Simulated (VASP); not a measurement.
# CuI (F-43m) in VASP: further runs

CuI is run at these levels: r2SCAN; tasks: single point.

Everything below comes from runs of VASP 6.6.1. Logs are shortened: lines on timing, memory, paths and dates and some standing lists are left out, and cuts for length are marked.

## Step 1: The cell of the first run

The structure is cubic, space group F-43m (No. 216). Conventional cell: a = 6.024 Å, b = 6.024 Å, c = 6.024 Å, α = 90.00°, β = 90.00°, γ = 90.00°. Cu (site symmetry -43m) has 4 I at 2.61 Å within 3.4 Å. I (site symmetry -43m) has 4 Cu at 2.61 Å within 3.4 Å.

## Step 2: Single point, r2SCAN

POSCAR

```
CuI
1.0
    0.0000000000      3.0120428216      3.0120428216
    3.0120428216      0.0000000000      3.0120428216
    3.0120428216      3.0120428216      0.0000000000
Cu I
1 1
Direct
    0.2500000000      0.2500000000      0.2500000000
    0.0000000000      0.0000000000      0.0000000000
```

INCAR.step1

```
SYSTEM = CuI
ALGO = Normal
EDIFF = 1E-5
ENCUT = 660
GGA = PE
GGA_COMPAT = .FALSE.
ISMEAR = 0
LASPH = .TRUE.
LCHARG = .FALSE.
LREAL = .FALSE.
LWAVE = .TRUE.
NBANDS = 16
NELM = 120
PREC = Accurate
SIGMA = 0.01
```

INCAR.step2

```
SYSTEM = CuI
ALGO = Normal
EDIFF = 1E-6
ENCUT = 660
GGA_COMPAT = .FALSE.
ISIF = 2
ISMEAR = 0
ISTART = 1
LASPH = .TRUE.
LCHARG = .FALSE.
LMIXTAU = .TRUE.
LREAL = .FALSE.
LWAVE = .FALSE.
METAGGA = R2SCAN
NBANDS = 16
NELM = 120
PREC = Accurate
SIGMA = 0.01
```

KPOINTS

```
k-points
0
G
  6 6 6
  0 0 0
```

Potentials or basis: VASP PAW PBE potentials, release 64 (Cu, I).

Launch:

```console
> cat potpaw_PBE.64/Cu/POTCAR potpaw_PBE.64/I/POTCAR > POTCAR
> cp INCAR.step1 INCAR
> mpirun -np 1 vasp_std > vasp.out
> cp INCAR.step2 INCAR
> mpirun -np 1 vasp_std > vasp.out
```

OUTCAR:

```text
SYSTEM = CuI
   EDIFF = 1E-6
   ENCUT = 660
   ISIF = 2
   ISMEAR = 0
   ISTART = 1
   LASPH = .TRUE.
   LREAL = .FALSE.
   METAGGA = R2SCAN
   NELM = 120
   PREC = Accurate

 ion  position               nearest neighbor table
   1  0.250  0.250  0.250-   2 2.61   2 2.61   2 2.61   2 2.61
   2  0.000  0.000  0.000-   1 2.61   1 2.61   1 2.61   1 2.61

  LATTYP: Found a face centered cubic cell.
 ALAT       =     6.0240856432

  Lattice vectors:

 A1 = (   0.0000000000,   3.0120428216,   3.0120428216)
 A2 = (   3.0120428216,   0.0000000000,   3.0120428216)
 A3 = (   3.0120428216,   3.0120428216,   0.0000000000)

Analysis of symmetry for initial positions (statically):
=====================================================================
 Subroutine PRICEL returns:
 Original cell was already a primitive cell.

 Routine SETGRP: Setting up the symmetry group for a
 face centered cubic supercell.

 Subroutine GETGRP returns: Found 24 space group operations
 (whereof 24 operations were pure point group operations)
 out of a pool of 48 trial point group operations.

The static configuration has the point symmetry T_d .

Analysis of symmetry for dynamics (positions and initial velocities):
=====================================================================
 Subroutine PRICEL returns:
 Original cell was already a primitive cell.

 Routine SETGRP: Setting up the symmetry group for a
 face centered cubic supercell.

 Subroutine GETGRP returns: Found 24 space group operations
 (whereof 24 operations were pure point group operations)
 out of a pool of 48 trial point group operations.

The dynamic configuration has the point symmetry T_d .

 Subroutine INISYM returns: Found 24 space group operations
 (whereof 24 operations are pure point group operations),
 and found     1 'primitive' translations

----------------------------------------------------------------------------------------

                                     Primitive cell

  volume of cell :      54.6529

  direct lattice vectors                    reciprocal lattice vectors
     0.000000000  3.012042822  3.012042822    -0.166000296  0.166000296  0.166000296
     3.012042822  0.000000000  3.012042822     0.166000296 -0.166000296  0.166000296
     3.012042822  3.012042822  0.000000000     0.166000296  0.166000296 -0.166000296

  length of vectors
     4.259671809  4.259671809  4.259671809     0.287520947  0.287520947  0.287520947

  position of ions in fractional coordinates (direct lattice)
     0.250000000  0.250000000  0.250000000
     0.000000000  0.000000000  0.000000000

  ion indices of the primitive-cell ions
   primitive index   ion index
                 1           1
                 2           2

----------------------------------------------------------------------------------------

 KPOINTS: k-points

Automatic generation of k-mesh.
 Grid dimensions read from file:
 generate k-points for:    6    6    6

 Generating k-lattice:

  Cartesian coordinates                     Fractional coordinates (reciprocal lattice)
    -0.027666716  0.027666716  0.027666716     0.166666667  0.000000000  0.000000000
     0.027666716 -0.027666716  0.027666716     0.000000000  0.166666667  0.000000000
     0.027666716  0.027666716 -0.027666716     0.000000000  0.000000000  0.166666667

  Length of vectors
     0.047920158  0.047920158  0.047920158

  Shift w.r.t. Gamma in fractional coordinates (k-lattice)
     0.000000000  0.000000000  0.000000000

 Subroutine IBZKPT returns following result:
 ===========================================

 Found     16 irreducible k-points:

 Following reciprocal coordinates:
            Coordinates               Weight
  0.000000  0.000000  0.000000      1.000000
  0.166667  0.000000  0.000000      8.000000
  0.333333  0.000000  0.000000      8.000000
  0.500000  0.000000  0.000000      4.000000
  0.166667  0.166667  0.000000      6.000000
  0.333333  0.166667  0.000000     24.000000
[... 8 lines left out ...]
 -0.333333  0.333333  0.166667     24.000000
 -0.333333  0.500000  0.166667     12.000000
   k-points           NKPTS =     16   k-points in BZ     NKDIM =     16   number of bands    NBANDS=     16
   number of dos      NEDOS =    301   number of ions     NIONS =      2
   total plane-waves  NPLWV =  46656
   dimension x,y,z NGX =    36 NGY =   36 NGZ =   36
   dimension x,y,z NGXF=    72 NGYF=   72 NGZF=   72
   ions per type =               1   1
   NGX,Y,Z   is equivalent  to a cutoff of  14.05, 14.05, 14.05 a.u.
   NGXF,Y,Z  is equivalent  to a cutoff of  28.10, 28.10, 28.10 a.u.
 SYSTEM =  CuI
   PREC   = accura    normal or accurate (medium, high low for compatibility)
   ISTART =      1    job   : 0-new  1-cont  2-samecut
   ICHARG =      0    charge: 1-file 2-atom 10-const
   ISPIN  =      1    spin polarized calculation?
   LNONCOLLINEAR =      F non collinear calculations
   LSORBIT =      F    spin-orbit coupling
[... 123 lines left out ...]
      4       0.5382      2.00000
      5       2.4811      2.00000
      6       2.5956      2.00000
[... 8 lines left out ...]
     15      15.0969      0.00000
     16      15.4986      0.00000

 k-point     7 :       0.5000    0.1667    0.0000
  band No.  band energies     occupation
      1      -9.5011      2.00000
      2      -1.2360      2.00000
      3       0.2595      2.00000
      4       0.5680      2.00000
      5       2.5122      2.00000
      6       2.5895      2.00000
[... 8 lines left out ...]
     15      15.7987      0.00000
     16      15.9556      0.00000

 k-point     8 :      -0.3333    0.1667    0.0000
  band No.  band energies     occupation
      1      -9.5580      2.00000
      2      -1.0730      2.00000
      3       0.1891      2.00000
      4       0.6160      2.00000
      5       2.5284      2.00000
      6       2.5557      2.00000
[... 8 lines left out ...]
     15      14.8859      0.00000
     16      16.1777      0.00000

 k-point     9 :      -0.1667    0.1667    0.0000
  band No.  band energies     occupation
      1      -9.8265      2.00000
      2      -0.4251      2.00000
      3       0.3921      2.00000
      4       0.6284      2.00000
      5       2.5080      2.00000
      6       2.5749      2.00000
[... 8 lines left out ...]
     15      14.4716      0.00000
     16      15.6753      0.00000

 k-point    10 :       0.3333    0.3333    0.0000
  band No.  band energies     occupation
      1      -9.5694      2.00000
      2      -0.9608      2.00000
      3       0.4836      2.00000
      4       0.4836      2.00000
      5       2.4255      2.00000
      6       2.6253      2.00000
[... 8 lines left out ...]
     15      15.5846      0.00000
     16      18.3583      0.00000

 k-point    11 :       0.5000    0.3333    0.0000
  band No.  band energies     occupation
      1      -9.3973      2.00000
      2      -1.1919      2.00000
      3       0.1398      2.00000
      4       0.4916      2.00000
      5       2.4588      2.00000
      6       2.6149      2.00000
[... 8 lines left out ...]
     15      16.1897      0.00000
     16      17.4131      0.00000

 k-point    12 :      -0.3333    0.3333    0.0000
  band No.  band energies     occupation
      1      -9.3926      2.00000
      2      -0.9364      2.00000
      3      -0.4002      2.00000
      4       0.5595      2.00000
      5       2.4189      2.00000
      6       2.5511      2.00000
[... 8 lines left out ...]
     15      14.2522      0.00000
     16      18.3883      0.00000

 k-point    13 :       0.5000    0.5000    0.0000
  band No.  band energies     occupation
      1      -9.3413      2.00000
      2      -1.4168      2.00000
      3       0.4515      2.00000
      4       0.4515      2.00000
      5       2.5155      2.00000
      6       2.6338      2.00000
[... 8 lines left out ...]
     15      16.2568      0.00000
     16      17.0915      0.00000

 k-point    14 :       0.5000    0.3333    0.1667
  band No.  band energies     occupation
      1      -9.5085      2.00000
      2      -0.9560      2.00000
      3       0.0672      2.00000
      4       0.5262      2.00000
      5       2.4876      2.00000
      6       2.5696      2.00000
[... 8 lines left out ...]
     15      16.1043      0.00000
     16      17.1907      0.00000

 k-point    15 :      -0.3333    0.3333    0.1667
  band No.  band energies     occupation
      1      -9.3926      2.00000
      2      -1.0086      2.00000
      3      -0.2433      2.00000
      4       0.4811      2.00000
      5       2.4475      2.00000
      6       2.5522      2.00000
[... 8 lines left out ...]
     15      16.2682      0.00000
     16      16.9018      0.00000

 k-point    16 :      -0.3333    0.5000    0.1667
  band No.  band energies     occupation
      1      -9.3382      2.00000
      2      -1.1104      2.00000
      3      -0.0961      2.00000
      4       0.3778      2.00000
      5       2.4930      2.00000
      6       2.5014      2.00000
[... 8 lines left out ...]
     15      16.5788      0.00000
     16      17.2496      0.00000

------------------------ aborting loop because EDIFF is reached ----------------------------------------

  FORCE on cell =-STRESS in cart. coord.  units (eV):
  Direction    XX          YY          ZZ          XY          YZ          ZX
  --------------------------------------------------------------------------------------
  -------------------------------------------------------------------------------------
  Total       -0.0250051     -0.0250051     -0.0250051      0.0000000      0.0000000      0.0000000
  in kB       -0.7330353     -0.7330353     -0.7330353      0.0000000      0.0000000      0.0000000
  external PRESSURE =      -0.7330353 kB  Pullay stress =       0.0000000 kB

 VOLUME and BASIS-vectors are now :
 -----------------------------------------------------------------------------
  energy-cutoff  :      660.00
  volume of cell :       54.65
      direct lattice vectors                 reciprocal lattice vectors
     0.000000000  3.012042822  3.012042822    -0.166000296  0.166000296  0.166000296
     3.012042822  0.000000000  3.012042822     0.166000296 -0.166000296  0.166000296
     3.012042822  3.012042822  0.000000000     0.166000296  0.166000296 -0.166000296

 POSITION                                       TOTAL-FORCE (eV/Angst)
 -----------------------------------------------------------------------------------
      1.50602      1.50602      1.50602        -0.000000     -0.000000     -0.000000
      0.00000      0.00000      0.00000         0.000000      0.000000      0.000000
 -----------------------------------------------------------------------------------
    total drift:                               -0.000000     -0.000000     -0.000000

  FREE ENERGIE OF THE ION-ELECTRON SYSTEM (eV)
  ---------------------------------------------------
  free  energy   TOTEN  =       -35.7961220051 eV

  energy  without entropy=      -35.7961220051  energy(sigma->0) =      -35.79612201
```

It took 54 s on 1 thread of Intel Xeon Platinum 8375C at 2.90GHz (Ice Lake), shared host; peak memory 0.22 GiB.

Results:

* Free energy: -35.7961 eV
* Pressure: -0.1 GPa
* Band gap on the k mesh: 1.67 eV

Caveat: the PAW data sets were made with another functional, which shifts forces and pressure a little; spin-orbit coupling is left out, which moves the levels of the heavy elements. r2SCAN opens gaps a little over a GGA but as a rule still falls short of measured ones.

## Step 3: Single point, r2SCAN (28.15 Å³/atom)

This run uses another cell than the first one, of 28.15 Å³/atom.

POSCAR

```
CuI
1.0
    0.0000000000      3.0418669673      3.0418669673
    3.0418669673      0.0000000000      3.0418669673
    3.0418669673      3.0418669673      0.0000000000
Cu I
1 1
Direct
    0.2500000000      0.2500000000      0.2500000000
    0.0000000000      0.0000000000      0.0000000000
```

INCAR.step1

```
  ALGO = Normal
  EDIFF = 1E-5
  ENCUT = 660
  GGA = PE
  GGA_COMPAT = F
  ISMEAR = 0
  LASPH = T
  LCHARG = F
  LREAL = F
  LWAVE = T
  NBANDS = 16
  NELM = 120
  PREC = Accurate
  SIGMA = 0.01
```

INCAR.step2

```
  ALGO = Normal
  EDIFF = 1E-6
  ENCUT = 660
  GGA_COMPAT = F
  ISIF = 2
  ISMEAR = 0
  ISTART = 1
  LASPH = T
  LCHARG = T
  LELF = T
  LMIXTAU = T
  LREAL = F
  LVHAR = T
  LWAVE = F
  METAGGA = R2SCAN
  NBANDS = 16
  NELM = 120
  PREC = Accurate
  SIGMA = 0.01
```

KPOINTS

```
k-points
0
Gamma
  6 6 6
```

Potentials or basis: VASP PAW PBE potentials, release 64 (Cu, I).

Launch:

```console
> cat potpaw_PBE.64/Cu/POTCAR potpaw_PBE.64/I/POTCAR > POTCAR
> cp INCAR.step1 INCAR
> mpirun -np 1 vasp_std > vasp.out
> cp INCAR.step2 INCAR
> mpirun -np 1 vasp_std > vasp.out
```

Run time: 70 s. Hardware: 1 thread of Intel Xeon Platinum 8375C at 2.90GHz (Ice Lake), shared host; peak memory 0.22 GiB.

It converged, with:

```
Free energy            : -35.7898 eV
Pressure               : -1.3 GPa
Band gap on the k mesh : 1.58 eV
```

Levels at points of the mesh, in eV from the valence-band top:
| k point | band 6 | band 7 | band 8 | band 9 | band 10 | band 11 | band 12 | band 13 |
| --- | --- | --- | --- | --- | --- | --- | --- | --- |
| (0.00, 0.00, 0.00) | -1.79 | 0.00 | 0.00 | 0.00 | 1.58 | 5.26 | 5.26 | 5.26 |
| (0.50, 0.00, 0.00) | -1.76 | -1.73 | -0.69 | -0.69 | 2.54 | 5.75 | 5.75 | 7.69 |
| (0.50, 0.50, 0.00) | -1.72 | -1.70 | -1.46 | -1.46 | 2.96 | 3.19 | 9.71 | 10.35 |

Caveat: the PAW data sets were made with another functional, which shifts forces and pressure a little; spin-orbit coupling is left out, which moves the levels of the heavy elements.

## Step 4: Single point, r2SCAN (28.97 Å³/atom)

This run uses another cell than the first one, of 28.97 Å³/atom.

POSCAR

```
CuI
1.0
    0.0000000000      3.0711174826      3.0711174826
    3.0711174826      0.0000000000      3.0711174826
    3.0711174826      3.0711174826      0.0000000000
Cu I
1 1
Direct
    0.2500000000      0.2500000000      0.2500000000
    0.0000000000      0.0000000000      0.0000000000
```

INCAR.step1

```
ALGO     = Normal         # electronic algorithm
EDIFF    = 1E-5           # SCF threshold, eV
ENCUT    = 660            # plane-wave cutoff, eV
GGA      = PE             # functional
GGA_COMPAT= False        
ISMEAR   = 0              # smearing method
LASPH    = True           # aspherical terms in the spheres
LCHARG   = False          # write CHGCAR
LREAL    = False          # projectors in reciprocal space
LWAVE    = True           # write WAVECAR
NBANDS   = 16             # bands
NELM     = 120            # most SCF steps
PREC     = Accurate       # precision mode
SIGMA    = 0.01           # smearing width, eV
```

INCAR.step2

```
ALGO     = Normal         # electronic algorithm
EDIFF    = 1E-6           # SCF threshold, eV
ENCUT    = 660            # plane-wave cutoff, eV
GGA_COMPAT= False        
ISIF     = 2              # what is computed and relaxed
ISMEAR   = 0              # smearing method
ISTART   = 1            
LASPH    = True           # aspherical terms in the spheres
LCHARG   = False          # write CHGCAR
LMIXTAU  = True         
LREAL    = False          # projectors in reciprocal space
LWAVE    = False          # write WAVECAR
METAGGA  = R2SCAN         # meta-GGA
NBANDS   = 16             # bands
NELM     = 120            # most SCF steps
PREC     = Accurate       # precision mode
SIGMA    = 0.01           # smearing width, eV
```

KPOINTS is that of step 3.

Launch:

```console
> cat potpaw_PBE.64/Cu/POTCAR potpaw_PBE.64/I/POTCAR > POTCAR
> cp INCAR.step1 INCAR
> mpirun -np 1 vasp_std > vasp.out
> cp INCAR.step2 INCAR
> mpirun -np 1 vasp_std > vasp.out
```

Run time: 58 s. Hardware: 1 thread of Intel Xeon Platinum 8375C at 2.90GHz (Ice Lake), shared host; peak memory 0.22 GiB.

It converged, with:

| Item | Value |
| --- | --- |
| Free energy | -35.7723 eV |
| Pressure | -2.2 GPa |
| Band gap on the k mesh | 1.51 eV |

Levels at points of the mesh, in eV from the valence-band top:
```tsv
k point	band 7	band 8	band 9	band 10	band 11	band 12
(0.00, 0.00, 0.00)	0.00	0.00	0.00	1.51	5.29	5.29
(0.50, 0.00, 0.00)	-1.62	-0.65	-0.65	2.52	5.77	5.77
(0.50, 0.50, 0.00)	-1.59	-1.36	-1.36	3.01	3.20	9.50
```

Caveat: the PAW data sets were made with another functional, which shifts forces and pressure a little; spin-orbit coupling is left out, which moves the levels of the heavy elements.

## Step 5: Single point, r2SCAN

POSCAR

```
CuI
1.0
    0.0000000000      3.0120428216      3.0120428216
    3.0120428216      0.0000000000      3.0120428216
    3.0120428216      3.0120428216      0.0000000000
Cu I
1 1
Direct
    0.2500000000      0.2500000000      0.2500000000
    0.0000000000      0.0000000000      0.0000000000
```

INCAR.step1

```
SYSTEM = CuI
PREC = Accurate ; ENCUT = 660
ISMEAR = 0 ; SIGMA = 0.01
LREAL = .FALSE. ; LASPH = .TRUE.
NELM = 120 ; NBANDS = 16
GGA = PE ; ALGO = Normal
EDIFF = 1E-5 ; LWAVE = .TRUE.
LCHARG = .FALSE. ; GGA_COMPAT = .FALSE.
```

INCAR.step2

```
SYSTEM = CuI
PREC = Accurate ; ENCUT = 660
EDIFF = 1E-6 ; ISMEAR = 0
SIGMA = 0.01 ; LREAL = .FALSE.
LASPH = .TRUE. ; NELM = 120
ALGO = Normal ; ISIF = 2
LWAVE = .FALSE. ; LCHARG = .FALSE.
METAGGA = R2SCAN ; LMIXTAU = .TRUE.
NBANDS = 16 ; ISTART = 1
GGA_COMPAT = .FALSE.
```

KPOINTS

```
Automatic mesh
0
G
  8 8 8
  0 0 0
```

Launch:

```console
> cat potpaw_PBE.64/Cu/POTCAR potpaw_PBE.64/I/POTCAR > POTCAR
> cp INCAR.step1 INCAR
> mpirun -np 1 vasp_std > vasp.out
> cp INCAR.step2 INCAR
> mpirun -np 1 vasp_std > vasp.out
```

Run time: 91 s. Hardware: 1 thread of Intel Xeon Platinum 8375C at 2.90GHz (Ice Lake), shared host; peak memory 0.23 GiB.

It converged, with:

```
Free energy            : -35.7979 eV
Pressure               : -0.1 GPa
Band gap on the k mesh : 1.67 eV
```

Levels at points of the mesh, in eV from the valence-band top:
```csv
k point,band 7,band 8,band 9,band 10,band 11,band 12
"(0.00, 0.00, 0.00)",0.00,0.00,0.00,1.67,5.22,5.22
"(0.50, 0.00, 0.00)",-1.85,-0.74,-0.74,2.57,5.73,5.73
"(0.50, 0.50, 0.00)",-1.82,-1.57,-1.57,2.90,3.17,9.94
```

Caveat: the PAW data sets were made with another functional, which shifts forces and pressure a little; spin-orbit coupling is left out, which moves the levels of the heavy elements. r2SCAN opens gaps a little over a GGA but as a rule still falls short of measured ones.

## Step 6: Summary

```tsv
cell	k mesh	gap on the mesh (eV)	pressure (GPa)
a = 4.260 Å, angles 60.0°, 2 atoms	6 × 6 × 6	1.67	-0.1
a = 4.302 Å, angles 60.0°, 2 atoms	6 × 6 × 6	1.58	-1.3
a = 4.343 Å, angles 60.0°, 2 atoms	6 × 6 × 6	1.51	-2.2
a = 4.260 Å, angles 60.0°, 2 atoms	8 × 8 × 8	1.67	-0.1
```

Alike in all rows: task single point; level r2SCAN; potentials or basis VASP PAW PBE potentials, release 64 (Cu, I); no spin polarisation; cutoff (eV) 660; smearing gaussian 0.01 eV.

Caveats: the PAW data sets were made with another functional, which shifts forces and pressure a little; spin-orbit coupling is left out, which moves the levels of the heavy elements.

Absolute energies hang on the potentials; compare differences alone.
